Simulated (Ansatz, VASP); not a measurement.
# S in VASP and in Ansatz

The input INCAR:

```
PREC     = Accurate       # precision mode
ENCUT    = 520            # plane-wave cutoff, eV
EDIFF    = 1E-6           # SCF threshold, eV
ISMEAR   = 0              # smearing method
SIGMA    = 0.15           # smearing width, eV
LREAL    = F              # projectors in reciprocal space
LASPH    = T              # aspherical terms in the spheres
NELM     = 60             # most SCF steps
ALGO     = Normal         # electronic algorithm
ISIF     = 2              # what is computed and relaxed
LWAVE    = F              # write WAVECAR
LCHARG   = F              # write CHGCAR
GGA      = PS             # functional
NBANDS   = 9              # bands
```

Contents of KPOINTS:

```
regular mesh
0
Gamma
  20 20 20
```

Contents of POSCAR:

```
S
1.0
    0.0000000000      1.9943503440      1.9544633371
    1.9943503440      0.0000000000      1.9544633371
    1.9943503440      1.9943503440      0.0000000000
S
1
Direct
    0.0000000000      0.0000000000      0.0000000000
```

Input for Ansatz:

```yaml
crystal:
  lattice:
    - [0.0, 1.994350344, 1.9544633371]
    - [1.994350344, 0.0, 1.9544633371]
    - [1.994350344, 1.994350344, 0.0]
  atoms:
    - { symbol: S, position: [0.0, 0.0, 0.0] }
basis:
  ecutwfc: 420
kpoints:
  mp_grid: { grid: [20, 20, 20] }
hamiltonian:
  xc: pbesol
scf:
  occupations: { method: gaussian, width: 0.15 }
output:
  forces: true
  stress: true
  eigenvalues: true
```

Change from the starting cell: strain -0.0200 x Voigt [0, 0, 1, 0, 0, 0], atoms carried along.

Alike in both runs: task single point; functional PBEsol; k mesh 20 × 20 × 20; occupations gaussian, width 0.15 eV; no spin polarisation.

```csv
,VASP,Ansatz
version,VASP 6.6.1,Ansatz 0.2.0
potentials or method,"VASP PAW PBE potentials, release 64 (S), cutoff 520 eV","scalar-relativistic, plane waves, PAW"
valence electrons in the cell,6,6
```

VASP gave:

- gap on the k mesh at the Fermi level (eV): none
- pressure (GPa): -3.6
- traceless stress, the component that is largest in VASP (GPa): -1.12

Task: What did Ansatz give for the same quantities?

Result: gap on the k mesh at the Fermi level (eV): none; pressure (GPa): -3.6; traceless stress, the component that is largest in VASP (GPa): -1.13.

VASP's potentials were made for PBE, not for PBEsol. A gap of «none» marks a metal or a gap that the smearing closes.
